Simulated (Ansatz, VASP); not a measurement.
## K2IF: VASP beside Ansatz

```
CELL_PARAMETERS angstrom
2.16868 1.25209 7.30610
-2.16868 1.25209 7.30610
0.00000 -2.50417 7.30610
ATOMIC_POSITIONS crystal
F 0.00000 0.00000 0.00000
I 0.50000 0.50000 0.50000
K 0.27250 0.27250 0.27250
K 0.72750 0.72750 0.72750
```

Alike in both runs: task single point; functional PBE; k mesh 8 × 8 × 8; occupations fermi-dirac, width 0.02 eV; no spin polarisation.

```csv
,VASP,Ansatz
version,VASP 6.6.1,Ansatz 0.2.0
potentials or method,"VASP PAW PBE potentials, release 64 (F, I, K_sv)","plane waves, PAW"
plane-wave cutoff (eV),520,420
valence electrons in the cell,32,42
```

VASP gave:

- gap on the k mesh at the Fermi level (eV): 3.09
- pressure (GPa): 0.8
- traceless stress, the component that is largest in VASP (GPa): 0.09
- rms of the force components (eV/Å): 0.034

Problem. Estimate Ansatz's values.

Solution. gap on the k mesh at the Fermi level (eV): 3.10; pressure (GPa): 0.8; traceless stress, the component that is largest in VASP (GPa): 0.09; rms of the force components (eV/Å): 0.033.

Atom by atom the forces differ by 0.001 eV/Å (rms over components). The functional is the same, so the differences come from potentials, cutoffs and numerics. VASP's potentials hold 32 valence electrons a cell and Ansatz's 42, so a difference there can come from the potentials and not from the codes.

Neither program's run includes spin-orbit coupling.
